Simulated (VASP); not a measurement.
# BiTe (Fm-3m) in VASP: a series of runs

BiTe is run at these levels: HSE06; tasks: single point.

Program: VASP 6.6.1. These are calculated values, not measurements. Logs are shortened: lines on timing, memory, paths and dates and some standing lists are left out, and cuts for length are marked.

## Step 1: The cell of the first run

It takes space group Fm-3m (No. 225, cubic). Conventional cell: a = 6.427 Å, b = 6.427 Å, c = 6.427 Å, α = 90.00°, β = 90.00°, γ = 90.00°. Within 4.2 Å of Bi (site symmetry m-3m) lie 6 Te at 3.21 Å. Within 4.2 Å of Te (site symmetry m-3m) lie 6 Bi at 3.21 Å.

## Step 2: Single point, HSE06

The input, POSCAR:

```
BiTe
1.0
    0.0000000000      3.2132879364      3.2132879364
    3.2132879364      0.0000000000      3.2132879364
    3.2132879364      3.2132879364      0.0000000000
Bi Te
1 1
Direct
    0.0000000000      0.0000000000      0.0000000000
    0.5000000000      0.5000000000      0.5000000000
```

The input, INCAR.step1:

```
SYSTEM = BiTe
PREC = Accurate ; ENCUT = 520
EDIFF = 1E-5 ; ISMEAR = -1
SIGMA = 0.05 ; LREAL = .False.
LASPH = .True. ; NELM = 60
ALGO = Normal ; ISIF = 2
LWAVE = .True. ; LCHARG = .False.
GGA = PE ; NBANDS = 18
```

The input, INCAR.step2:

```
SYSTEM = BiTe
PREC = Accurate ; ENCUT = 520
EDIFF = 1E-6 ; ISMEAR = -1
SIGMA = 0.05 ; LREAL = .False.
LASPH = .True. ; NELM = 60
ALGO = Normal ; ISIF = 2
LWAVE = .False. ; LCHARG = .False.
GGA = PE ; LHFCALC = .True.
HFSCREEN = 0.2079 ; PRECFOCK = Normal
ISTART = 1 ; NBANDS = 18
```

The input, KPOINTS:

```
regular mesh
0
Gamma
  4 4 4
  0 0 0
```

Potentials or basis: VASP PAW PBE potentials, release 64 (Bi_d, Te).

Run with:

```
$ cat potpaw_PBE.64/Bi_d/POTCAR potpaw_PBE.64/Te/POTCAR > POTCAR
$ cp INCAR.step1 INCAR
$ mpirun -np 1 vasp_std > vasp.out
$ cp INCAR.step2 INCAR
$ mpirun -np 1 vasp_std > vasp.out
```

OUTCAR:

```text
SYSTEM = BiTe
   PREC = Accurate
   ENCUT = 520
   EDIFF = 1E-6
   ISMEAR = -1
   LREAL = .False.
   LASPH = .True.
   NELM = 60
   ISIF = 2
   GGA = PE
   LHFCALC = .True.
   HFSCREEN = 0.2079
   PRECFOCK = Normal
   ISTART = 1

 ion  position               nearest neighbor table
   1  0.000  0.000  0.000-   2 3.21   2 3.21   2 3.21   2 3.21   2 3.21   2 3.21
   2  0.500  0.500  0.500-   1 3.21   1 3.21   1 3.21   1 3.21   1 3.21   1 3.21

  LATTYP: Found a face centered cubic cell.
 ALAT       =     6.4265758728

  Lattice vectors:

 A1 = (   0.0000000000,   3.2132879364,   3.2132879364)
 A2 = (   3.2132879364,   0.0000000000,   3.2132879364)
 A3 = (   3.2132879364,   3.2132879364,   0.0000000000)

Analysis of symmetry for initial positions (statically):
=====================================================================
 Subroutine PRICEL returns:
 Original cell was already a primitive cell.

 Routine SETGRP: Setting up the symmetry group for a
 face centered cubic supercell.

 Subroutine GETGRP returns: Found 48 space group operations
 (whereof 48 operations were pure point group operations)
 out of a pool of 48 trial point group operations.

The static configuration has the point symmetry O_h .

Analysis of symmetry for dynamics (positions and initial velocities):
=====================================================================
 Subroutine PRICEL returns:
 Original cell was already a primitive cell.

 Routine SETGRP: Setting up the symmetry group for a
 face centered cubic supercell.

 Subroutine GETGRP returns: Found 48 space group operations
 (whereof 48 operations were pure point group operations)
 out of a pool of 48 trial point group operations.

The dynamic configuration has the point symmetry O_h .

 Subroutine INISYM returns: Found 48 space group operations
 (whereof 48 operations are pure point group operations),
 and found     1 'primitive' translations

----------------------------------------------------------------------------------------

                                     Primitive cell

  volume of cell :      66.3558

  direct lattice vectors                    reciprocal lattice vectors
     0.000000000  3.213287936  3.213287936    -0.155603858  0.155603858  0.155603858
     3.213287936  0.000000000  3.213287936     0.155603858 -0.155603858  0.155603858
     3.213287936  3.213287936  0.000000000     0.155603858  0.155603858 -0.155603858

  length of vectors
     4.544275379  4.544275379  4.544275379     0.269513788  0.269513788  0.269513788

  position of ions in fractional coordinates (direct lattice)
     0.000000000  0.000000000  0.000000000
     0.500000000  0.500000000  0.500000000

  ion indices of the primitive-cell ions
   primitive index   ion index
                 1           1
                 2           2

----------------------------------------------------------------------------------------

 KPOINTS: regular mesh

Automatic generation of k-mesh.
 Grid dimensions read from file:
 generate k-points for:    4    4    4

 Generating k-lattice:

  Cartesian coordinates                     Fractional coordinates (reciprocal lattice)
    -0.038900965  0.038900965  0.038900965     0.250000000  0.000000000  0.000000000
     0.038900965 -0.038900965  0.038900965     0.000000000  0.250000000  0.000000000
     0.038900965  0.038900965 -0.038900965     0.000000000  0.000000000  0.250000000

  Length of vectors
     0.067378447  0.067378447  0.067378447

  Shift w.r.t. Gamma in fractional coordinates (k-lattice)
     0.000000000  0.000000000  0.000000000

 Subroutine IBZKPT returns following result:
 ===========================================

 Found      8 irreducible k-points:

 Following reciprocal coordinates:
            Coordinates               Weight
  0.000000  0.000000  0.000000      1.000000
  0.250000  0.000000  0.000000      8.000000
  0.500000  0.000000  0.000000      4.000000
  0.250000  0.250000  0.000000      6.000000
  0.500000  0.250000  0.000000     24.000000
 -0.250000  0.250000  0.000000     12.000000
  0.500000  0.500000  0.000000      3.000000
 -0.250000  0.500000  0.250000      6.000000
   k-points           NKPTS =      8   k-points in BZ     NKDIM =     64   number of bands    NBANDS=     18
   number of dos      NEDOS =    301   number of ions     NIONS =      2
   total plane-waves  NPLWV =  46656
   dimension x,y,z NGX =    36 NGY =   36 NGZ =   36
   dimension x,y,z NGXF=    72 NGYF=   72 NGZF=   72
   ions per type =               1   1
   NGX,Y,Z   is equivalent  to a cutoff of  13.17, 13.17, 13.17 a.u.
   NGXF,Y,Z  is equivalent  to a cutoff of  26.34, 26.34, 26.34 a.u.
 SYSTEM =  BiTe
   PREC   = accura    normal or accurate (medium, high low for compatibility)
   ISTART =      1    job   : 0-new  1-cont  2-samecut
   ICHARG =      0    charge: 1-file 2-atom 10-const
   ISPIN  =      1    spin polarized calculation?
   LNONCOLLINEAR =      F non collinear calculations
[... 112 lines left out ...]
      2     -18.5542      2.00000
      3     -18.5369      2.00000
      4     -18.5318      2.00000
      5     -18.5318      2.00000
      6      -6.1835      2.00000
      7      -5.6548      2.00000
      8       4.4549      2.00000
      9       4.4549      2.00000
     10       5.0010      2.00000
     11       5.9776      2.00000
     12       6.0811      2.00000
     13       6.0811      2.00000
     14      14.7598      0.00000
     15      15.2286      0.00000
     16      15.6475      0.00000
     17      15.6475      0.00000
     18      16.7241      0.00000

 k-point     4 :       0.2500    0.2500    0.0000
  band No.  band energies     occupation
      1     -18.5570      2.00000
      2     -18.5460      2.00000
      3     -18.5411      2.00000
      4     -18.5334      2.00000
      5     -18.5334      2.00000
      6      -7.5585      2.00000
      7      -3.3143      2.00000
      8       2.7777      2.00000
      9       2.7777      2.00000
     10       3.6125      2.00000
     11       7.7645      0.00000
     12       9.9986      0.00000
     13       9.9986      0.00000
     14      10.0371      0.00000
     15      14.3885      0.00000
     16      14.5417      0.00000
     17      14.5417      0.00000
     18      14.6232      0.00000

 k-point     5 :       0.5000    0.2500    0.0000
  band No.  band energies     occupation
      1     -18.5598      2.00000
      2     -18.5485      2.00000
      3     -18.5387      2.00000
      4     -18.5313      2.00000
      5     -18.5299      2.00000
      6      -6.3591      2.00000
      7      -4.8364      2.00000
      8       1.6173      2.00000
      9       2.8284      2.00000
     10       2.9811      2.00000
     11       8.7094      0.00000
     12       8.7125      0.00000
     13       9.9868      0.00000
     14      11.1090      0.00000
     15      15.3204      0.00000
     16      16.0784      0.00000
     17      16.8718      0.00000
     18      17.4164      0.00000

 k-point     6 :      -0.2500    0.2500    0.0000
  band No.  band energies     occupation
      1     -18.5542      2.00000
      2     -18.5526      2.00000
      3     -18.5356      2.00000
      4     -18.5334      2.00000
      5     -18.5332      2.00000
      6      -6.7646      2.00000
      7      -4.6095      2.00000
      8       1.7295      2.00000
      9       4.1727      2.00000
     10       4.4141      2.00000
     11       6.6621      1.87794
     12       6.8591      0.46036
     13      10.5141      0.00000
     14      12.6144      0.00000
     15      13.4364      0.00000
     16      14.6819      0.00000
     17      15.5334      0.00000
     18      17.1965      0.00000

 k-point     7 :       0.5000    0.5000    0.0000
  band No.  band energies     occupation
      1     -18.5662      2.00000
      2     -18.5434      2.00000
      3     -18.5430      2.00000
      4     -18.5273      2.00000
      5     -18.5273      2.00000
      6      -6.3119      2.00000
      7      -4.1226      2.00000
      8       0.1787      2.00000
      9       2.0470      2.00000
     10       2.0470      2.00000
     11       9.2073      0.00000
     12      10.9929      0.00000
     13      10.9929      0.00000
     14      12.5610      0.00000
     15      16.0906      0.00000
     16      16.8462      0.00000
     17      17.1709      0.00000
     18      18.1559      0.00000

 k-point     8 :      -0.2500    0.5000    0.2500
  band No.  band energies     occupation
      1     -18.5605      2.00000
      2     -18.5486      2.00000
      3     -18.5353      2.00000
      4     -18.5353      2.00000
      5     -18.5272      2.00000
      6      -5.7497      2.00000
      7      -5.1686      2.00000
      8       0.9614      2.00000
      9       0.9614      2.00000
     10       4.9080      2.00000
     11       6.5338      1.99007
     12      11.2955      0.00000
     13      11.2955      0.00000
     14      12.4665      0.00000
     15      12.4665      0.00000
     16      17.0395      0.00000
     17      17.2325      0.00000
     18      18.3089      0.00000

------------------------ aborting loop because EDIFF is reached ----------------------------------------

  FORCE on cell =-STRESS in cart. coord.  units (eV):
  Direction    XX          YY          ZZ          XY          YZ          ZX
  --------------------------------------------------------------------------------------
  -------------------------------------------------------------------------------------
  Total       -0.2048140     -0.2048140     -0.2048140     -0.0000000     -0.0000000      0.0000000
  in kB       -4.9452846     -4.9452846     -4.9452846     -0.0000000     -0.0000000      0.0000000
  external PRESSURE =      -4.9452846 kB  Pullay stress =       0.0000000 kB

 VOLUME and BASIS-vectors are now :
 -----------------------------------------------------------------------------
  energy-cutoff  :      520.00
  volume of cell :       66.36
      direct lattice vectors                 reciprocal lattice vectors
     0.000000000  3.213287936  3.213287936    -0.155603858  0.155603858  0.155603858
     3.213287936  0.000000000  3.213287936     0.155603858 -0.155603858  0.155603858
     3.213287936  3.213287936  0.000000000     0.155603858  0.155603858 -0.155603858

 POSITION                                       TOTAL-FORCE (eV/Angst)
 -----------------------------------------------------------------------------------
      0.00000      0.00000      0.00000         0.000000      0.000000      0.000000
      3.21329      3.21329      3.21329        -0.000000     -0.000000     -0.000000
 -----------------------------------------------------------------------------------
    total drift:                                0.000001      0.000001      0.000002

  FREE ENERGIE OF THE ION-ELECTRON SYSTEM (eV)
  ---------------------------------------------------
  free  energy   TOTEN  =        -8.6669197829 eV

  energy  without entropy=       -8.6522016946  energy(sigma->0) =       -8.65956074
```

It took 18 min on 1 thread of Intel Xeon Platinum 8259CL at 2.50GHz (Skylake/Cascade Lake), shared host; peak memory 0.32 GiB.

What came out:

```
Free energy            : -8.6669 eV
Pressure               : -0.5 GPa
Band gap on the k mesh : zero (an odd number of electrons rules out a gap without spin polarisation)
```

Caveat: the k points lie up to 0.42 Å⁻¹ apart, too coarse for converged energies and pressures of a metal; the PAW data sets were made with another functional, which shifts forces and pressure a little; spin-orbit coupling is left out, which moves the levels of the heavy elements.

## Step 3: Single point, HSE06

This run uses another cell than the first one, of 33.86 Å³/atom.

The input, POSCAR:

```
BiTe
1.0
    0.0000000000      3.2350000000      3.2350000000
    3.2350000000      0.0000000000      3.2350000000
    3.2350000000      3.2350000000      0.0000000000
Bi Te
1 1
Direct
    0.0000000000      0.0000000000      0.0000000000
    0.5000000000      0.5000000000      0.5000000000
```

The input, INCAR.step1:

```
PREC = Accurate ; ENCUT = 520
EDIFF = 1E-5 ; ISMEAR = -1
SIGMA = 0.05 ; LREAL = False
LASPH = True ; NELM = 60
ALGO = Normal ; ISIF = 2
LWAVE = True ; LCHARG = False
NBANDS = 18 ; GGA = PE
```

The input, INCAR.step2:

```
PREC = Accurate ; ENCUT = 520
EDIFF = 1E-6 ; ISMEAR = -1
SIGMA = 0.05 ; LREAL = False
LASPH = True ; NELM = 60
ALGO = Normal ; ISIF = 2
LWAVE = False ; LCHARG = False
GGA = PE ; LHFCALC = True
HFSCREEN = 0.2079 ; PRECFOCK = Normal
NBANDS = 18 ; ISTART = 1
```

The input, KPOINTS:

```
Automatic mesh
0
Gamma
  4 4 4
```

Potentials or basis: VASP PAW PBE potentials, release 64 (Bi_d, Te).

Run with:

```
$ cat potpaw_PBE.64/Bi_d/POTCAR potpaw_PBE.64/Te/POTCAR > POTCAR
$ cp INCAR.step1 INCAR
$ mpirun -np 1 vasp_std > vasp.out
$ cp INCAR.step2 INCAR
$ mpirun -np 1 vasp_std > vasp.out
```

Run time: 30 min. Hardware: 1 thread of Intel Xeon 8259CL, shared host; peak memory 0.33 GiB.

It converged, with:

```
Free energy            : -8.6590 eV
Pressure               : -1.5 GPa
Band gap on the k mesh : zero (an odd number of electrons rules out a gap without spin polarisation)
```

Levels at points of the mesh, in eV from the Fermi level:
| k point | band 8 | band 9 | band 10 | band 11 | band 12 | band 13 |
| --- | --- | --- | --- | --- | --- | --- |
| (0.00, 0.00, 0.00) | -3.00 | -3.00 | -3.00 | 2.55 | 2.55 | 2.55 |
| (0.50, 0.00, 0.00) | -2.28 | -2.28 | -1.79 | -0.80 | -0.67 | -0.67 |
| (0.50, 0.50, 0.00) | -6.45 | -4.63 | -4.63 | 2.50 | 4.11 | 4.11 |

Caveat: the k points lie up to 0.42 Å⁻¹ apart, too coarse for converged energies and pressures of a metal; the PAW data sets were made with another functional, which shifts forces and pressure a little; spin-orbit coupling is left out, which moves the levels of the heavy elements.

## Step 4: Single point, HSE06

This run uses another cell than the first one, of 34.53 Å³/atom.

The input, POSCAR:

```
BiTe
1.0
    0.0000000000      3.2564244654      3.2564244654
    3.2564244654      0.0000000000      3.2564244654
    3.2564244654      3.2564244654      0.0000000000
Bi Te
1 1
Direct
    0.0000000000      0.0000000000      0.0000000000
    0.5000000000      0.5000000000      0.5000000000
```

The input, INCAR.step1:

```
PREC = Accurate ; ENCUT = 520
EDIFF = 1E-5 ; ISMEAR = -1
SIGMA = 0.05 ; LREAL = F
LASPH = T ; NELM = 100
ALGO = Normal ; ISIF = 2
LWAVE = T ; LCHARG = F
GGA = PE ; NBANDS = 18
```

The input, INCAR.step2:

```
PREC = Accurate ; ENCUT = 520
EDIFF = 1E-6 ; ISMEAR = -1
SIGMA = 0.05 ; LREAL = F
LASPH = T ; NELM = 100
ALGO = Normal ; ISIF = 2
LWAVE = F ; LCHARG = F
GGA = PE ; LHFCALC = T
HFSCREEN = 0.2079 ; PRECFOCK = Normal
ISTART = 1 ; NBANDS = 18
```

KPOINTS is that of step 3.

Run with:

```
$ cat potpaw_PBE.64/Bi_d/POTCAR potpaw_PBE.64/Te/POTCAR > POTCAR
$ cp INCAR.step1 INCAR
$ mpirun -np 1 vasp_std > vasp.out
$ cp INCAR.step2 INCAR
$ mpirun -np 1 vasp_std > vasp.out
```

Wall time 38 min (1 thread of Intel Xeon 8259CL, shared host); peak memory 0.33 GiB.

It converged, with:

| Item | Value |
| --- | --- |
| Free energy | -8.6435 eV |
| Pressure | -2.3 GPa |
| Band gap on the k mesh | zero (an odd number of electrons rules out a gap without spin polarisation) |

Levels at points of the mesh, in eV from the Fermi level:
```csv
k point,band 7,band 8,band 9,band 10,band 11,band 12,band 13,band 14
"(0.00, 0.00, 0.00)",-8.87,-2.92,-2.92,-2.92,2.52,2.52,2.52,5.11
"(0.50, 0.00, 0.00)",-12.28,-2.22,-2.22,-1.79,-0.78,-0.62,-0.62,7.89
"(0.50, 0.50, 0.00)",-10.89,-6.29,-4.52,-4.52,2.59,4.02,4.02,5.47
```

Caveat: the k points lie up to 0.42 Å⁻¹ apart, too coarse for converged energies and pressures of a metal; the PAW data sets were made with another functional, which shifts forces and pressure a little; spin-orbit coupling is left out, which moves the levels of the heavy elements.

## Step 5: Single point, HSE06

This run uses another cell than the first one, of 35.21 Å³/atom.

The input, POSCAR:

```
BiTe
1.0
    0.0000000000      3.2775706714      3.2775706714
    3.2775706714      0.0000000000      3.2775706714
    3.2775706714      3.2775706714      0.0000000000
Bi Te
1 1
Direct
    0.0000000000      0.0000000000      0.0000000000
    0.5000000000      0.5000000000      0.5000000000
```

The input, INCAR.step1:

```
  PREC = Accurate
  ENCUT = 520
  EDIFF = 1E-5
  ISMEAR = -1
  SIGMA = 0.05
  LREAL = False
  LASPH = True
  NELM = 60
  ALGO = Normal
  ISIF = 2
  LWAVE = True
  NBANDS = 18
  GGA = PE
```

The input, INCAR.step2:

```
  PREC = Accurate
  ENCUT = 520
  EDIFF = 1E-7
  ISMEAR = -1
  SIGMA = 0.05
  LREAL = False
  LASPH = True
  NELM = 60
  ALGO = Normal
  ISIF = 2
  LWAVE = False
  LCHARG = True
  GGA = PE
  LHFCALC = True
  HFSCREEN = 0.2079
  PRECFOCK = Normal
  LELF = True
  LVHAR = True
  NBANDS = 18
  ISTART = 1
```

KPOINTS is that of step 4.

Run with:

```
$ cat potpaw_PBE.64/Bi_d/POTCAR potpaw_PBE.64/Te/POTCAR > POTCAR
$ cp INCAR.step1 INCAR
$ mpirun -np 1 vasp_std > vasp.out
$ cp INCAR.step2 INCAR
$ mpirun -np 1 vasp_std > vasp.out
```

Wall time 44 min (1 thread of Intel Xeon 8259CL, shared host); peak memory 0.33 GiB.

Results (log left out):

- Free energy: -8.6213 eV
- Pressure: -3.0 GPa
- Band gap on the k mesh: zero (an odd number of electrons rules out a gap without spin polarisation)

Levels at points of the mesh, in eV from the Fermi level:
| k point | band 8 | band 9 | band 10 | band 11 | band 12 | band 13 |
| --- | --- | --- | --- | --- | --- | --- |
| (0.00, 0.00, 0.00) | -2.85 | -2.85 | -2.85 | 2.48 | 2.48 | 2.48 |
| (0.50, 0.00, 0.00) | -2.16 | -2.16 | -1.79 | -0.77 | -0.58 | -0.58 |
| (0.50, 0.50, 0.00) | -6.14 | -4.41 | -4.41 | 2.67 | 3.93 | 3.93 |

Caveat: the k points lie up to 0.42 Å⁻¹ apart, too coarse for converged energies and pressures of a metal; the PAW data sets were made with another functional, which shifts forces and pressure a little; spin-orbit coupling is left out, which moves the levels of the heavy elements.

## Step 6: The runs side by side

| cell | gap on the mesh (eV) | pressure (GPa) |
| --- | --- | --- |
| a = 4.544 Å, angles 60.0°, 2 atoms | none | -0.5 |
| a = 4.575 Å, angles 60.0°, 2 atoms | none | -1.5 |
| a = 4.605 Å, angles 60.0°, 2 atoms | none | -2.3 |
| a = 4.635 Å, angles 60.0°, 2 atoms | none | -3.0 |

Alike in all rows: task single point; level HSE06; potentials or basis VASP PAW PBE potentials, release 64 (Bi_d, Te); no spin polarisation; k mesh 4 × 4 × 4; cutoff (eV) 520; smearing fermi-dirac 0.05 eV.

Caveats: all runs use coarse meshes; the PAW data sets were made with another functional, which shifts forces and pressure a little; spin-orbit coupling is left out, which moves the levels of the heavy elements.

Absolute energies hang on the potentials; compare differences alone.
